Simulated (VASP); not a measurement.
# KF: dielectric tensor with PBE

KF:

```
CELL_PARAMETERS angstrom
4.48472 0.00000 0.00000
-2.24236 3.88388 0.00000
0.00000 0.00000 5.27170
ATOMIC_POSITIONS crystal
K 0.33333 0.66667 0.25000
K 0.66667 0.33333 0.75000
F 0.66667 0.33333 0.25000
F 0.33333 0.66667 0.75000
```

```json
{"Program": "VASP 6.6.1", "Task": "dielectric tensor", "Functional": "PBE", "Potentials or basis": "VASP PAW PBE potentials, release 64 (K_sv, F)", "Cutoff": "520 eV", "k mesh": "6 × 6 × 4", "Occupations": "gaussian, width 0.01 eV", "Spin": "no spin polarisation", "Dipole correction": "no", "Further INCAR settings": "ALGO = Normal; EDIFF = 1e-08"}
```

```yaml
Band_gap_on_the_k_mesh: 5.37 eV, direct
Electronic_dielectric_tensor_diagonal: 1.79, 1.79, 1.83
Born_charges_mean_of_the_diagonal: K +1.09; F -1.09 e
```

Levels at points of the mesh, in eV from the valence-band top:
```tsv
k point	band 14	band 15	band 16	band 17	band 18	band 19
(0.00, 0.00, 0.00)	-0.31	-0.16	0.00	5.37	9.88	10.50
(0.50, 0.00, 0.00)	-0.13	-0.11	-0.09	7.32	8.88	9.12
(0.00, 0.00, 0.50)	-0.34	-0.34	-0.34	6.99	6.99	10.93
(0.50, 0.00, 0.50)	-0.31	-0.18	-0.18	8.03	8.03	10.70
```

Electronic dielectric tensor:
```
1.79 0.00 0.00
0.00 1.79 0.00
0.00 0.00 1.83
```

Born effective charge tensors (e):
atom 1, K
```
1.06 0.00 0.00
0.00 1.06 0.00
0.00 0.00 1.16
```
atom 2, K
```
1.06 0.00 0.00
0.00 1.06 0.00
0.00 0.00 1.16
```
atom 3, F
```
-1.06  0.00  0.00
 0.00 -1.06  0.00
 0.00  0.00 -1.16
```
atom 4, F
```
-1.06  0.00  0.00
 0.00 -1.06  0.00
 0.00  0.00 -1.16
```

Wall time 16 min on 1 thread of AMD EPYC 7R43 64-Core Processor (Zen 3) (shared host), peak memory 0.33 GiB.

A k mesh can miss the band edges.
